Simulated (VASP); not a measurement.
# K (I4/mmm) in VASP: further runs, part 2 of 2

VASP 6.6.1. The steps go on from the part before.

**3. Single point, PBE (strain -0.0100 x Voigt [0, 1, 0, 0, 0, 0])**

The input, INCAR:

```
SYSTEM = K
ALGO = Fast ; EDIFF = 1E-6
ENCUT = 520 ; GGA = PE
ISIF = 2 ; ISMEAR = 0
LASPH = .TRUE. ; LCHARG = .FALSE.
LREAL = .FALSE. ; LWAVE = .FALSE.
NBANDS = 10 ; NELM = 100
PREC = Accurate ; SIGMA = 0.15
```

The input, KPOINTS:

```
k-points
0
G
  14 14 14
  0 0 0
```

The input, POSCAR:

```
K
1.0
   -2.6180000000      2.5918200000      2.6180000000
    2.6180000000     -2.5918200000      2.6180000000
    2.6180000000      2.5918200000     -2.6180000000
K
1
Direct
    0.0000000000      0.0000000000      0.0000000000
```

Potentials or basis: VASP PAW PBE potentials, release 64 (K_sv).

Command:

```sh
$ cat potpaw_PBE.64/K_sv/POTCAR > POTCAR
$ mpirun -np 1 vasp_std > vasp.out
```

It took 92 s on 1 thread of Intel Xeon Platinum 8488C (Sapphire Rapids), shared host; peak memory 0.31 GiB.

The run converged. Its results:

| Property | Result |
| --- | --- |
| Free energy | -1.0505 eV |
| Pressure | 0.1 GPa |

Levels at points of the mesh, in eV from the Fermi level:
| k point | band 2 | band 3 | band 4 | band 5 | band 6 | band 7 | band 8 | band 9 |
| --- | --- | --- | --- | --- | --- | --- | --- | --- |
| (0.00, 0.00, 0.00) | -15.56 | -15.56 | -15.56 | -2.21 | 4.29 | 4.34 | 4.34 | 5.22 |
| (0.50, 0.00, 0.00) | -15.64 | -15.59 | -15.56 | 0.45 | 0.71 | 3.16 | 4.95 | 5.83 |
| (0.00, 0.50, 0.00) | -15.64 | -15.59 | -15.56 | 0.43 | 0.69 | 3.21 | 4.91 | 5.77 |
| (0.50, 0.50, 0.50) | -15.62 | -15.62 | -15.61 | 1.64 | 1.67 | 3.53 | 3.53 | 3.65 |

Caveat: the cell differs from its parent crystal (strain -0.0100 x Voigt [0, 1, 0, 0, 0, 0]).

**4. Single point, PBE (strain -0.0050 x Voigt [0, 1, 0, 0, 0, 0])**

The input, INCAR:

```
PREC = Accurate
ENCUT = 520
EDIFF = 1E-7
ISMEAR = 0
SIGMA = 0.15
LREAL = False
LASPH = True
NELM = 100
ALGO = Fast
ISIF = 2
LWAVE = False
LCHARG = False
GGA = PE
NBANDS = 10
```

The input, KPOINTS:

```
Automatic mesh
0
Gamma
  14 14 14
```

The input, POSCAR:

```
K
1.0
   -2.6180000000      2.6049100000      2.6180000000
    2.6180000000     -2.6049100000      2.6180000000
    2.6180000000      2.6049100000     -2.6180000000
K
1
Direct
    0.0000000000      0.0000000000      0.0000000000
```

Command:

```sh
$ cat potpaw_PBE.64/K_sv/POTCAR > POTCAR
$ mpirun -np 1 vasp_std > vasp.out
```

Run time: 2.3 min. Hardware: 1 thread of Intel Xeon Platinum 8488C (Sapphire Rapids), shared host; peak memory 0.31 GiB.

It converged, with:

```yaml
Free_energy: -1.0508 eV
Pressure: 0.1 GPa
```

Levels at points of the mesh, in eV from the Fermi level:
```tsv
k point	band 1	band 2	band 3	band 4	band 5	band 6	band 7	band 8	band 9	band 10
(0.00, 0.00, 0.00)	-32.12	-15.56	-15.56	-15.56	-2.20	4.31	4.33	4.33	5.23	5.27
(0.50, 0.00, 0.00)	-32.11	-15.64	-15.59	-15.56	0.45	0.71	3.16	4.93	5.79	6.03
(0.00, 0.50, 0.00)	-32.11	-15.64	-15.59	-15.56	0.44	0.69	3.19	4.92	5.78	6.06
(0.50, 0.50, 0.50)	-32.11	-15.62	-15.62	-15.62	1.65	1.66	3.54	3.54	3.59	5.93
```

Caveat: the cell differs from its parent crystal (strain -0.0050 x Voigt [0, 1, 0, 0, 0, 0]).

**5. Single point, PBE (strain +0.0050 x Voigt [0, 1, 0, 0, 0, 0])**

The input, INCAR:

```
PREC = Accurate ; ENCUT = 520
EDIFF = 1E-6 ; ISMEAR = 0
SIGMA = 0.15 ; LREAL = False
LASPH = True ; NELM = 100
ALGO = Fast ; ISIF = 2
LWAVE = False ; LCHARG = False
GGA = PE ; NBANDS = 10
```

The input, KPOINTS:

```
regular mesh
0
Gamma
  14 14 14
```

The input, POSCAR:

```
K
1.0
   -2.6180000000      2.6310900000      2.6180000000
    2.6180000000     -2.6310900000      2.6180000000
    2.6180000000      2.6310900000     -2.6180000000
K
1
Direct
    0.0000000000      0.0000000000      0.0000000000
```

Command:

```sh
$ cat potpaw_PBE.64/K_sv/POTCAR > POTCAR
$ mpirun -np 1 vasp_std > vasp.out
```

It took 1.8 min on 1 thread of Intel Xeon Platinum 8488C (Sapphire Rapids), shared host; peak memory 0.31 GiB.

It converged, with:

```yaml
Free_energy: -1.0513 eV
Pressure: 0.1 GPa
```

Levels at points of the mesh, in eV from the Fermi level:
| k point | band 2 | band 3 | band 4 | band 5 | band 6 | band 7 | band 8 | band 9 |
| --- | --- | --- | --- | --- | --- | --- | --- | --- |
| (0.00, 0.00, 0.00) | -15.57 | -15.57 | -15.57 | -2.19 | 4.30 | 4.30 | 4.33 | 5.22 |
| (0.50, 0.00, 0.00) | -15.64 | -15.59 | -15.57 | 0.44 | 0.69 | 3.18 | 4.90 | 5.76 |
| (0.00, 0.50, 0.00) | -15.64 | -15.60 | -15.57 | 0.45 | 0.71 | 3.15 | 4.92 | 5.78 |
| (0.50, 0.50, 0.50) | -15.62 | -15.62 | -15.62 | 1.65 | 1.67 | 3.49 | 3.55 | 3.55 |

Caveat: the cell differs from its parent crystal (strain +0.0050 x Voigt [0, 1, 0, 0, 0, 0]).

**6. Single point, PBE (strain +0.0150 x Voigt [0, 1, 0, 0, 0, 0])**

The input, INCAR:

```
PREC = Accurate
ENCUT = 520
EDIFF = 1E-6
ISMEAR = 0
SIGMA = 0.15
LREAL = False
LASPH = True
NELM = 80
ALGO = Fast
ISIF = 2
LWAVE = False
LCHARG = False
GGA = PE
NBANDS = 10
```

The input, KPOINTS:

```
Automatic mesh
0
Gamma
  14 14 14
```

The input, POSCAR:

```
K
1.0
   -2.6180000000      2.6572700000      2.6180000000
    2.6180000000     -2.6572700000      2.6180000000
    2.6180000000      2.6572700000     -2.6180000000
K
1
Direct
    0.0000000000      0.0000000000      0.0000000000
```

Potentials or basis: VASP PAW PBE potentials, release 64 (K_sv).

Command:

```sh
$ cat potpaw_PBE.64/K_sv/POTCAR > POTCAR
$ mpirun -np 1 vasp_std > vasp.out
```

OUTCAR:

```text
PREC = Accurate
   ENCUT = 520
   EDIFF = 1E-6
   ISMEAR = 0
   LREAL = False
   LASPH = True
   NELM = 80
   ISIF = 2
   GGA = PE

 ion  position               nearest neighbor table
   1  0.000  0.000  0.000-

  LATTYP: Found a body centered tetragonal cell.
 ALAT       =     5.2360000000
 C/A-ratio  =     1.0150000000

  Lattice vectors:

 A1 = (  -2.6180000000,  -2.6572700000,   2.6180000000)
 A2 = (   2.6180000000,  -2.6572700000,  -2.6180000000)
 A3 = (   2.6180000000,   2.6572700000,   2.6180000000)
[... 492 lines left out ...]
     10       5.3536      0.00000

 [... further k-points ...]

------------------------ aborting loop because EDIFF is reached ----------------------------------------

  FORCE on cell =-STRESS in cart. coord.  units (eV):
  Direction    XX          YY          ZZ          XY          YZ          ZX
  --------------------------------------------------------------------------------------
  -------------------------------------------------------------------------------------
  Total        0.0220253      0.0166833      0.0220253     -0.0000000      0.0000000      0.0000000
  in kB        0.4843925      0.3669080      0.4843925     -0.0000000      0.0000000      0.0000000
  external PRESSURE =       0.4452310 kB  Pullay stress =       0.0000000 kB

 VOLUME and BASIS-vectors are now :
 -----------------------------------------------------------------------------
  energy-cutoff  :      520.00
  volume of cell :       72.85
      direct lattice vectors                 reciprocal lattice vectors
    -2.618000000  2.657270000  2.618000000     0.000000000  0.188163040  0.190985485
     2.618000000 -2.657270000  2.618000000     0.190985485  0.000000000  0.190985485
     2.618000000  2.657270000 -2.618000000     0.190985485  0.188163040  0.000000000

 POSITION                                       TOTAL-FORCE (eV/Angst)
 -----------------------------------------------------------------------------------
      0.00000      0.00000      0.00000         0.000000      0.000000      0.000000
 -----------------------------------------------------------------------------------
    total drift:                               -0.000000      0.000000      0.000000

  FREE ENERGIE OF THE ION-ELECTRON SYSTEM (eV)
  ---------------------------------------------------
  free  energy   TOTEN  =        -1.0515792960 eV

  energy  without entropy=       -1.0428829213  energy(sigma->0) =       -1.04723111
```

stdout:

```text
POSCAR found type information on POSCAR K
 POSCAR found :  1 types and       1 ions
 scaLAPACK will be used
 LDA part: xc-table for (Slater+PW92), standard interpolation
 POSCAR, INCAR and KPOINTS ok, starting setup
 FFT: planning ... GRIDC
 FFT: planning ... GRID_SOFT
 FFT: planning ... GRID
 WAVECAR not read
 entering main loop
WARNING in EDDRMM: call to ZHEGV failed, returncode =   8  4      5
WARNING in EDDRMM: call to ZHEGV failed, returncode =   6  3      7
```

It took 91 s on 1 thread of Intel Xeon Platinum 8488C (Sapphire Rapids), shared host; peak memory 0.32 GiB.

Results:

| Quantity | Value |
| --- | --- |
| Free energy | -1.0516 eV |
| Pressure | 0.0 GPa |

Levels at points of the mesh, in eV from the Fermi level:
| k point | band 1 | band 2 | band 3 | band 4 | band 5 | band 6 | band 7 | band 8 | band 9 | band 10 |
| --- | --- | --- | --- | --- | --- | --- | --- | --- | --- | --- |
| (0.00, 0.00, 0.00) | -32.13 | -15.58 | -15.58 | -15.58 | -2.17 | 4.28 | 4.28 | 4.35 | 5.17 | 5.27 |
| (0.50, 0.00, 0.00) | -32.12 | -15.65 | -15.60 | -15.58 | 0.43 | 0.68 | 3.20 | 4.86 | 5.74 | 6.00 |
| (0.00, 0.50, 0.00) | -32.12 | -15.65 | -15.60 | -15.58 | 0.47 | 0.72 | 3.11 | 4.92 | 5.78 | 5.90 |
| (0.50, 0.50, 0.50) | -32.12 | -15.63 | -15.63 | -15.63 | 1.64 | 1.69 | 3.39 | 3.56 | 3.56 | 5.61 |

Caveat: the cell differs from its parent crystal (strain +0.0150 x Voigt [0, 1, 0, 0, 0, 0]).

**7. Overview**

```tsv
cell	further INCAR settings	gap on the mesh (eV)	pressure (GPa)
a = 4.512 Å, angles 109.1, 110.3, 109.1°, 1 atom	ALGO = Fast; EDIFF = 1e-06; NBANDS = 10	none	0.2
a = 4.519 Å, angles 109.2, 110.0, 109.2°, 1 atom	ALGO = Fast; EDIFF = 1e-06; NBANDS = 10	none	0.1
a = 4.527 Å, angles 109.3, 109.7, 109.3°, 1 atom	ALGO = Fast; EDIFF = 1e-07; NBANDS = 10	none	0.1
a = 4.542 Å, angles 109.6, 109.2, 109.6°, 1 atom	ALGO = Fast; EDIFF = 1e-06; NBANDS = 10	none	0.1
a = 4.557 Å, angles 109.9, 108.7, 109.9°, 1 atom	ALGO = Fast; EDIFF = 1e-06; NBANDS = 10	none	0.0
```

Alike in all rows: task single point; level PBE; potentials or basis VASP PAW PBE potentials, release 64 (K_sv); no spin polarisation; k mesh 14 × 14 × 14; cutoff (eV) 520; smearing gaussian 0.15 eV.

Total energies depend on the potentials used, so only differences within one code and one set of settings carry meaning.
